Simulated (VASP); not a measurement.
Set up this calculation in VASP 6.6.1, as the native input.

- Task: relaxation of cell and atoms
- Functional: PBE
- Potentials or basis: VASP PAW PBE potentials, release 64 (Eu)
- Cutoff: 600 eV
- k mesh: 7 × 7 × 7
- Occupations: fermi-dirac, width 0.05 eV
- Spin: collinear spin, antiferromagnetic start
- Starting moments: [7.0, -7.0] μB
- Dipole correction: no
- Further INCAR settings: ALGO = Normal; EDIFF = 1e-06; IBRION = 2; EDIFFG = -0.01; NSW = 80; ISIF = 3

The structure of Eu lies in POSCAR:

```
Eu
1.0
    4.5510000000      0.0000000000      0.0000000000
    0.0000000000      4.5510000000      0.0000000000
    0.0000000000      0.0000000000      4.5510000000
Eu
2
Direct
    0.0000000000      0.0000000000      0.0000000000
    0.5000000000      0.5000000000      0.5000000000
```

These files were run (other wordings do the same):

INCAR

```
PREC = Accurate
ENCUT = 600
EDIFF = 1E-6
ISMEAR = -1
SIGMA = 0.05
LREAL = False
LASPH = True
NELM = 150
ALGO = Normal
ISIF = 3
LWAVE = False
LCHARG = False
ISPIN = 2
MAGMOM = 7 -7
LORBIT = 11
LMAXMIX = 6
GGA = PE
IBRION = 2
NSW = 80
EDIFFG = -0.01
```

KPOINTS

```
regular mesh
0
Gamma
  7 7 7
```

Potentials or basis: VASP PAW PBE potentials, release 64 (Eu).

Command:

```sh
$ cat potpaw_PBE.64/Eu/POTCAR > POTCAR
$ mpirun -np 1 vasp_std > vasp.out
```

It gave:

```
Relaxed volume                                        : 41.61 Å³/atom
Relaxed cell                                          : a = 4.366 Å, b = 4.366 Å, c = 4.366 Å, α = 90.00°, β = 90.00°, γ = 90.00°
Space group after relaxing (to 0.1 Å)                 : Im-3m (No. 229)
Energy gained by relaxing                             : 24.8 meV/atom
Ionic steps                                           : 5
Pressure after relaxing                               : 0.0 GPa
Band gap on the k mesh                                : zero (filled and empty bands overlap)
Net moment                                            : 0.00 μB per cell
Site moments                                          : Eu +6.60, -6.60 μB
Valence electrons inside the program's atomic spheres : Eu 14.74
```

Caveat: the antiferromagnetic order is the one typed at the start, and another may lie lower; spin-orbit coupling is left out, which moves the levels of the heavy elements; semilocal functionals describe open f shells poorly, which spoils levels, moments and volumes.

Wall time 20 min on 1 thread of Intel(R) Xeon(R) Platinum 8488C (Sapphire Rapids), with other jobs on the host, peak memory 0.32 GiB.
